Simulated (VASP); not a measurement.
Here is a VASP 6.6.1 calculation.

INCAR

```
SYSTEM = Si2Ni
PREC = Accurate
ENCUT = 520
EDIFF = 1E-6
ISMEAR = -1
SIGMA = 0.05
LREAL = .False.
LASPH = .True.
NELM = 60
ALGO = Normal
ISIF = 2
LWAVE = .False.
LCHARG = .False.
NBANDS = 16
```

KPOINTS

```
regular mesh
0
Gamma
  11 11 11
  0 0 0
```

Contents of POSCAR:

```
Si2Ni
1.0
    0.0000000000      2.4833798004      2.4833798004
    2.4833798004      0.0000000000      2.4833798004
    2.4833798004      2.4833798004      0.0000000000
Ni Si
1 2
Direct
    0.0000000000      0.0000000000      0.0000000000
    0.2500000000      0.2500000000      0.2500000000
    0.7500000000      0.7500000000      0.7500000000
```

Potentials or basis: VASP PAW LDA potentials, release 64 (Ni, Si).

Launch:

```console
$ cat potpaw_LDA.64/Ni/POTCAR potpaw_LDA.64/Si/POTCAR > POTCAR
$ mpirun -np 1 vasp_std > vasp.out
```

**Question.** Predict the band gap on the k mesh.

**Answer.** Zero (band 9 reaches 16.32 eV, above the bottom of band 10 at 14.61 eV).

**Question.** Estimate the pressure.

**Answer.** 62.9 GPa.

 Spin polarisation is off, so any magnetic state and its effect on volume and gap are missing.
